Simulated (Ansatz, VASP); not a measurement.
SnO in VASP and in Ansatz

POSCAR

```
SnO
1.0
    0.0000000000      2.7583166899      2.7583166899
    2.7583166899      0.0000000000      2.7583166899
    2.7583166899      2.7583166899      0.0000000000
Sn O
1 1
Direct
    0.0000000000      0.0000000000      0.0000000000
    0.2500000000      0.2500000000      0.2500000000
```

The input INCAR.step1:

```
  ALGO = Normal
  EDIFF = 1E-5
  ENCUT = 520
  GGA = PE
  ISIF = 2
  ISMEAR = -1
  LASPH = T
  LREAL = F
  LWAVE = T
  NBANDS = 17
  NELM = 80
  PREC = Accurate
  SIGMA = 0.02
```

File INCAR.step2:

```
  ALGO = Normal
  EDIFF = 1E-7
  ENCUT = 520
  GGA = PE
  HFSCREEN = 0.2079
  ISIF = 2
  ISMEAR = -1
  ISTART = 1
  LASPH = T
  LCHARG = T
  LELF = T
  LHFCALC = T
  LREAL = F
  LVHAR = T
  LWAVE = F
  NBANDS = 17
  NELM = 80
  PREC = Accurate
  PRECFOCK = Normal
  SIGMA = 0.02
```

Contents of KPOINTS:

```
k-points
0
Gamma
  6 6 6
```

Input for Ansatz:

```yaml
crystal:
  lattice:
    - [0.0, 2.7583166899, 2.7583166899]
    - [2.7583166899, 0.0, 2.7583166899]
    - [2.7583166899, 2.7583166899, 0.0]
  atoms:
    - { symbol: Sn, position: [0.0, 0.0, 0.0] }
    - { symbol: O, position: [0.25, 0.25, 0.25] }
kpoints:
  mp_grid: { grid: [6, 6, 6] }
  band_path:
    path:
      - [0.0, 0.0, 0.0]
      - [-0.5, -0.5, 0.0]
      - [-0.375, -0.375, 0.25]
      - [-0.375, 0.0, 0.375]
      - [0.0, 0.0, 0.5]
      - [-0.5, -0.25, 0.25]
      - [-0.5, -0.4, 0.1]
    npoints: 1
hamiltonian:
  xc: hse06
scf:
  occupations: { method: fermi_dirac, width: 0.02 }
  n_extra_bands: 4
output:
  forces: true
  stress: true
  eigenvalues: true
```

Change from the starting cell: hydrostatic strain +1.9%.

Alike in both runs: task single point; functional HSE06; k mesh 6 × 6 × 6; occupations fermi-dirac, width 0.02 eV; no spin polarisation.

```csv
,VASP,Ansatz
version,VASP 6.6.1,Ansatz 0.2.0
potentials or method,"VASP PAW PBE potentials, release 64 (Sn_d, O)","plane waves, PAW"
plane-wave cutoff (eV),520,420
valence electrons in the cell,20,20
```

Ansatz gave:

- pressure (GPa): -3.2

Task: Which values does VASP return?

Result: Pressure (GPa): -3.1.

With one functional, cell and mesh, what is left measures potentials, basis and numerics. Ansatz's warnings: filled band counts differ across k points, stress exchange threshold loose, stress scf threshold loose.
